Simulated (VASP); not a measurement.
# Bi2Te3 (R3m) in VASP: further runs, part 2 of 2

VASP 6.6.1. The steps go on from the part before.

## 3. Single point, LDA

This run uses another cell than the first one, of 33.61 Å³/atom.

INCAR reads:

```
SYSTEM = Bi2Te3
PREC = Accurate
ENCUT = 520
EDIFF = 1E-6
ISMEAR = -1
SIGMA = 0.08
LREAL = .False.
LASPH = .True.
NELM = 100
ALGO = Normal
ISIF = 2
LWAVE = .False.
LCHARG = .False.
NBANDS = 32
```

KPOINTS reads:

```
regular mesh
0
Gamma
  8 8 8
  0 0 0
```

POSCAR reads:

```
Bi2Te3
1.0
    2.2085012539      1.2750787934      9.9466700000
   -2.2085012539      1.2750787934      9.9466700000
    0.0000000000     -2.5501575869      9.9466700000
Bi Te
2 3
Direct
    0.8120000000      0.8120000000      0.8120000000
    0.4020000000      0.4020000000      0.4020000000
    0.6110000000      0.6110000000      0.6110000000
    0.2000000000      0.2000000000      0.2000000000
    0.0000000000      0.0000000000      0.0000000000
```

Potentials or basis: VASP PAW LDA potentials, release 64 (Bi_d, Te).

Started as:

```
cat potpaw_LDA.64/Bi_d/POTCAR potpaw_LDA.64/Te/POTCAR > POTCAR
mpirun -np 1 vasp_std > vasp.out
```

OUTCAR:

```text
SYSTEM = Bi2Te3
   PREC = Accurate
   ENCUT = 520
   EDIFF = 1E-6
   ISMEAR = -1
   LREAL = .False.
   LASPH = .True.
   NELM = 100
   ISIF = 2

 ion  position               nearest neighbor table
   1  0.812  0.812  0.812-   4 3.03   4 3.03   4 3.03   2 3.43   2 3.43   2 3.43
   2  0.402  0.402  0.402-   5 3.27   5 3.27   5 3.27   1 3.43   1 3.43   1 3.43
   3  0.611  0.611  0.611-   5 3.04   5 3.04   5 3.04   4 3.45   4 3.45   4 3.45
   4  0.200  0.200  0.200-   1 3.03   1 3.03   1 3.03   3 3.45   3 3.45   3 3.45
   5  0.000  0.000  0.000-   3 3.04   3 3.04   3 3.04   2 3.27   2 3.27   2 3.27

  LATTYP: Found a trigonal (rhomboedric) cell.
 ALAT       =    10.2683761037
 COS(alpha) =     0.9074829532

  Lattice vectors:

 A1 = (   2.2085012539,   1.2750787934,   9.9466700000)
 A2 = (  -2.2085012539,   1.2750787934,   9.9466700000)
 A3 = (   0.0000000000,  -2.5501575869,   9.9466700000)

Analysis of symmetry for initial positions (statically):
=====================================================================
 Subroutine PRICEL returns:
 Original cell was already a primitive cell.

[... 176 lines left out ...]

 val. band max:        6.2144031369   @ k =   0.5000   0.5000   0.3750
 cond. band min:       6.2641215747   @ k =   0.1250   0.1250   0.1250
 fundamental gap:      0.0497184378
 Fermi energy:         6.2576148745

 k-point     1 :       0.0000    0.0000    0.0000
  band No.  band energies     occupation
      1     -16.8123      2.00000
      2     -16.8123      2.00000
      3     -16.7822      2.00000
      4     -16.7822      2.00000
      5     -16.7764      2.00000
      6     -16.2376      2.00000
[... 829 lines left out ...]
     31       9.9785      0.00000
     32      11.2586      0.00000

 [... further k-points ...]

------------------------ aborting loop because EDIFF is reached ----------------------------------------

  FORCE on cell =-STRESS in cart. coord.  units (eV):
  Direction    XX          YY          ZZ          XY          YZ          ZX
  --------------------------------------------------------------------------------------
  -------------------------------------------------------------------------------------
  Total       -1.5097077     -1.5097077     -2.6779540      0.0000000      0.0000000      0.0000000
  in kB      -14.3926187    -14.3926187    -25.5299562      0.0000000      0.0000000      0.0000000
  external PRESSURE =     -18.1050646 kB  Pullay stress =       0.0000000 kB

 VOLUME and BASIS-vectors are now :
 -----------------------------------------------------------------------------
  energy-cutoff  :      520.00
  volume of cell :      168.06
      direct lattice vectors                 reciprocal lattice vectors
     2.208501254  1.275078793  9.946670000     0.226397879  0.130710876  0.033512053
    -2.208501254  1.275078793  9.946670000    -0.226397879  0.130710876  0.033512053
     0.000000000 -2.550157587  9.946670000     0.000000000 -0.261421753  0.033512053

 POSITION                                       TOTAL-FORCE (eV/Angst)
 -----------------------------------------------------------------------------------
      0.00000     -0.00000     24.23009         0.000000      0.000000     -0.767316
      0.00000     -0.00000     11.99568         0.000000      0.000000     -0.436008
      0.00000     -0.00000     18.23225         0.000000      0.000000     -0.640522
      0.00000     -0.00000      5.96800         0.000000     -0.000000      0.682281
      0.00000      0.00000      0.00000         0.000000     -0.000000      1.161564
 -----------------------------------------------------------------------------------
    total drift:                                0.000000     -0.000000     -0.000089

  FREE ENERGIE OF THE ION-ELECTRON SYSTEM (eV)
  ---------------------------------------------------
  free  energy   TOTEN  =       -20.2589323018 eV

  energy  without entropy=      -20.2240747032  energy(sigma->0) =      -20.24150350
```

It took 12 min on 1 thread of Intel Xeon 6975P-C (Granite Rapids), shared host; peak memory 0.83 GiB.

Results:

```
Free energy            : -20.2589 eV
Pressure               : -1.8 GPa
Largest force          : 1.162 eV/Å
Band gap on the k mesh : zero (bands 24 and 25 overlap by 0.18 eV)
```

Forces on the atoms (eV/Å):
```
Bi   0.000  0.000 -0.767
Bi   0.000  0.000 -0.436
Te   0.000  0.000 -0.641
Te   0.000  0.000  0.682
Te   0.000  0.000  1.162
```

Stress tensor (GPa, compression positive):
```
-1.44  0.00  0.00
 0.00 -1.44  0.00
 0.00  0.00 -2.55
```

Caveat: spin-orbit coupling is left out, which moves the levels of the heavy elements; forces of over 1 eV/Å act on the atoms, so gaps and moduli don't describe the material at rest.

## 4. Single point, LDA (35.63 Å³/atom)

This run uses another cell than the first one, of 35.63 Å³/atom.

INCAR reads:

```
SYSTEM = Bi2Te3
ALGO = Normal
EDIFF = 1E-7
ENCUT = 520
ISIF = 2
ISMEAR = -1
LASPH = .TRUE.
LCHARG = .FALSE.
LREAL = .FALSE.
LWAVE = .FALSE.
NBANDS = 32
NELM = 80
PREC = Accurate
SIGMA = 0.08
```

KPOINTS reads:

```
k-points
0
G
  8 8 8
  0 0 0
```

POSCAR: that of step 3 with these lines changed.

```diff
@@ -2,5 +2,5 @@
 1.0
-    2.2085012539      1.2750787934      9.9466700000
-   -2.2085012539      1.2750787934      9.9466700000
-    0.0000000000     -2.5501575869      9.9466700000
+    2.2518161968      1.3000866874     10.1417522724
+   -2.2518161968      1.3000866874     10.1417522724
+    0.0000000000     -2.6001733748     10.1417522724
 Bi Te
```

Started as:

```
cat potpaw_LDA.64/Bi_d/POTCAR potpaw_LDA.64/Te/POTCAR > POTCAR
mpirun -np 1 vasp_std > vasp.out
```

Wall time 41 min (1 thread of Oxide Virtual Turin-like, shared host); peak memory 0.75 GiB.

Results (log left out):

| Item | Value |
| --- | --- |
| Free energy | -20.0678 eV |
| Pressure | -4.2 GPa |
| Largest force | 0.984 eV/Å |
| Band gap on the k mesh | zero (bands 24 and 25 overlap by 0.18 eV) |

Forces in eV/Å, atoms in the order of the input:
```
Bi   0.000  0.000 -0.486
Bi   0.000  0.000 -0.475
Te   0.000  0.000 -0.386
Te   0.000  0.000  0.363
Te   0.000  0.000  0.984
```

Stress tensor (GPa, compression positive):
```
-3.82  0.00  0.00
 0.00 -3.82  0.00
 0.00  0.00 -4.92
```

Levels at points of the mesh, in eV from the Fermi level:
| k point | band 21 | band 22 | band 23 | band 24 | band 25 | band 26 | band 27 | band 28 |
| --- | --- | --- | --- | --- | --- | --- | --- | --- |
| (0.00, 0.00, 0.00) | -1.96 | -0.53 | -0.39 | -0.39 | -0.14 | 0.30 | 0.30 | 2.00 |
| (0.50, 0.00, 0.00) | -2.99 | -2.02 | -0.26 | -0.26 | -0.15 | 0.46 | 2.30 | 2.67 |
| (0.50, 0.50, 0.00) | -2.19 | -1.73 | -0.96 | -0.45 | 0.34 | 1.10 | 1.62 | 2.34 |
| (0.50, 0.50, 0.50) | -1.80 | -0.94 | -0.62 | -0.62 | 0.37 | 0.82 | 0.82 | 1.57 |

Caveat: the cell stands under tension; spin-orbit coupling is left out, which moves the levels of the heavy elements.

## 5. The runs side by side

| cell | cutoff (eV) | gap on the mesh (eV) | pressure (GPa) | largest force (eV/Å) |
| --- | --- | --- | --- | --- |
| a = 10.281 Å, angles 25.3°, 5 atoms | 500 | none | -3.5 | 1.01 |
| a = 10.268 Å, angles 24.8°, 5 atoms | 520 | none | -1.8 | 1.16 |
| a = 10.470 Å, angles 24.8°, 5 atoms | 520 | none | -4.2 | 0.98 |

Alike in all rows: task single point; level LDA; potentials or basis VASP PAW LDA potentials, release 64 (Bi_d, Te); no spin polarisation; k mesh 8 × 8 × 8; smearing fermi-dirac 0.08 eV.

Caveats: spin-orbit coupling is left out, which moves the levels of the heavy elements; the cell stands under tension (at least some runs); forces of over 1 eV/Å act on the atoms, so gaps and moduli don't describe the material at rest (at least some runs).

Absolute energies hang on the potentials; compare differences alone.
